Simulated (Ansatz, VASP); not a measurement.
Ti: VASP beside Ansatz

POSCAR

```
Ti
1.0
   -1.7230500000      1.7230500000      1.7230500000
    1.7230500000     -1.7230500000      1.7230500000
    1.7230500000      1.7230500000     -1.7230500000
Ti
1
Direct
    0.0000000000      0.0000000000      0.0000000000
```

INCAR.step1

```
PREC = Accurate ; ENCUT = 520
ISMEAR = 0 ; SIGMA = 0.15
LREAL = False ; LASPH = True
NELM = 80 ; NBANDS = 12
GGA = PE ; ALGO = Normal
EDIFF = 1E-4 ; LWAVE = True
LCHARG = False
```

INCAR.step2

```
PREC = Accurate ; ENCUT = 520
EDIFF = 1E-6 ; ISMEAR = 0
SIGMA = 0.15 ; LREAL = False
LASPH = True ; NELM = 80
ALGO = Normal ; ISIF = 2
LWAVE = False ; LCHARG = False
METAGGA = R2SCAN ; LMIXTAU = True
NBANDS = 12 ; ISTART = 1
```

KPOINTS

```
Automatic mesh
0
Gamma
  20 20 20
```

Input for Ansatz:

```yaml
crystal:
  lattice:
    - [-1.72305, 1.72305, 1.72305]
    - [1.72305, -1.72305, 1.72305]
    - [1.72305, 1.72305, -1.72305]
  atoms:
    - { symbol: Ti, position: [0.0, 0.0, 0.0] }
basis:
  ecutwfc: 500
kpoints:
  mp_grid: { grid: [20, 20, 20] }
hamiltonian:
  xc: r2scan
scf:
  occupations: { method: gaussian, width: 0.15 }
output:
  forces: true
  stress: true
  eigenvalues: true
```

Change from the starting cell: strain +0.050 along x and y, +0.050 along z, atoms carried along.

Alike in both runs: task single point; functional r2SCAN; k mesh 20 × 20 × 20; occupations gaussian, width 0.15 eV; no spin polarisation.

```csv
,VASP,Ansatz
version,VASP 6.6.1,Ansatz 0.2.0
potentials or method,"VASP PAW PBE potentials, release 64 (Ti_sv), cutoff 520 eV","scalar-relativistic, plane waves, PAW"
valence electrons in the cell,12,12
```

|  | VASP | Ansatz | Ansatz less VASP |
| --- | --- | --- | --- |
| gap on the k mesh at the Fermi level (eV) | none | none | - |
| pressure (GPa) | -14.2 | -14.3 | -0.10 |

VASP's potentials were made for PBE, not for r2SCAN. A gap of «none» marks a metal or a gap that the smearing closes.
